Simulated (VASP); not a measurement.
Write the native input for VASP 6.6.1 that does the following.

```
Task                   : single point
Functional             : PBE
Potentials or basis    : VASP PAW PBE potentials, release 64 (Mn_pv, O)
Cutoff                 : 520 eV
k mesh                 : 8 × 8 × 8
Occupations            : fermi-dirac, width 0.05 eV
Spin                   : collinear spin, ferromagnetic start
Starting moments       : [4.0, 0.0] μB
Dipole correction      : no
Further INCAR settings : ALGO = Normal; EDIFF = 1e-07; NBANDS = 20
```

The structure of MnO lies in POSCAR:

```
MnO
1.0
    0.0000000000      2.3128640109      2.2239077028
    2.3128640109      0.0000000000      2.2239077028
    2.3128640109      2.3128640109      0.0000000000
Mn O
1 1
Direct
    0.0000000000      0.0000000000      0.0000000000
    0.5000000000      0.5000000000      0.5000000000
```

One way to write it, as run:

INCAR

```
SYSTEM = MnO
ALGO     = Normal         ! electronic algorithm
EDIFF    = 1E-7           ! SCF threshold, eV
ENCUT    = 520            ! plane-wave cutoff, eV
GGA      = PE             ! functional
ISIF     = 2              ! what is computed and relaxed
ISMEAR   = -1             ! smearing method
ISPIN    = 2              ! spin polarisation
LASPH    = .True.         ! aspherical terms in the spheres
LCHARG   = .True.         ! write CHGCAR
LELF     = .True.         ! ELF
LMAXMIX  = 4              ! l up to which the mixer works
LORBIT   = 11             ! projections on sites
LREAL    = .False.        ! projectors in reciprocal space
LVHAR    = .True.       
LWAVE    = .False.        ! write WAVECAR
MAGMOM   = 4 0            ! initial moments
NBANDS   = 20             ! bands
NELM     = 150            ! most SCF steps
PREC     = Accurate       ! precision mode
SIGMA    = 0.05           ! smearing width, eV
```

KPOINTS

```
k-points
0
Gamma
  8 8 8
  0 0 0
```

Potentials or basis: VASP PAW PBE potentials, release 64 (Mn_pv, O).

Launch:

```sh
$ cat potpaw_PBE.64/Mn_pv/POTCAR potpaw_PBE.64/O/POTCAR > POTCAR
$ mpirun -np 1 vasp_std > vasp.out
```

Results of the run:

- Pressure: -8.1 GPa
- Net moment: 4.91 μB per cell
- Site moments: Mn +4.44; O +0.20 μB
- Valence electrons inside the program's atomic spheres: Mn 11.28; O 4.95

Caveat: a cell with one magnetic atom can't hold antiferromagnetic order, which such compounds often take.

It took 20 s on 1 thread of Intel(R) Xeon(R) 6975P-C (Granite Rapids), on a shared host, peak memory 0.17 GiB.
